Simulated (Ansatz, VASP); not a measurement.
**CdSe: VASP beside Ansatz**

```
Cd Se
1.0
     0.00000    2.84295    2.84295
     2.84295    0.00000    2.84295
     2.84295    2.84295    0.00000
Cd Se
1 1
Direct
  0.00000 0.00000 0.00000
  0.50000 0.50000 0.50000
```

Alike in both runs: task single point; functional PBE-based screened hybrid; k mesh 4 × 4 × 4; occupations fermi-dirac, width 0.02 eV; no spin polarisation.

|  | VASP | Ansatz |
| --- | --- | --- |
| version | VASP 6.6.1 | Ansatz 0.2.0 |
| potentials or method | VASP PAW PBE potentials, release 64 (Cd, Se) | plane waves |
| plane-wave cutoff (eV) | 520 | 420 |
| valence electrons in the cell | 18 | 36 |

|  | VASP | Ansatz | Ansatz less VASP |
| --- | --- | --- | --- |
| pressure (GPa) | 1.8 | 1.5 | -0.33 |

VASP's potentials were made for PBE, not for PBE-based screened hybrid. With one functional, cell and mesh, what is left measures potentials, basis and numerics. VASP's potentials hold 18 valence electrons a cell and Ansatz's 36, so a difference there can come from the potentials and not from the codes. Ansatz's warnings: filled band counts differ across k points, stress exchange threshold loose, stress scf threshold loose.

The k mesh is coarse, so the values compare programs but aren't converged.
